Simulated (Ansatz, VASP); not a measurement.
# One calculation of Ag, two programs

```
Ag
1.0
    -1.69741    1.69741    1.51345
     1.69741   -1.69741    1.51345
     1.69741    1.69741   -1.51345
Ag
1
Direct
  0.00000 0.00000 0.00000
```

Alike in both runs: functional r2SCAN; k mesh 18 × 18 × 18; occupations gaussian, width 0.1 eV; no spin polarisation.

Ansatz relaxed the structure, and its values are those at the end. VASP's run is a single point on that final structure, the one shown.

|  | VASP | Ansatz |
| --- | --- | --- |
| version | VASP 6.6.1 | Ansatz 0.2.0 |
| potentials or method | VASP PAW PBE potentials, release 64 (Ag), cutoff 520 eV | scalar-relativistic, plane waves, PAW |
| valence electrons in the cell | 11 | 19 |

|  | VASP | Ansatz | Ansatz less VASP |
| --- | --- | --- | --- |
| gap on the k mesh at the Fermi level (eV) | none | none | - |
| pressure (GPa) | 0.2 | 0.0 | -0.14 |

VASP's potentials were made for PBE, not for r2SCAN. A gap of «none» marks a metal or a gap that the smearing closes. VASP's potentials hold 11 valence electrons a cell and Ansatz's 19, so a difference there can come from the potentials and not from the codes.
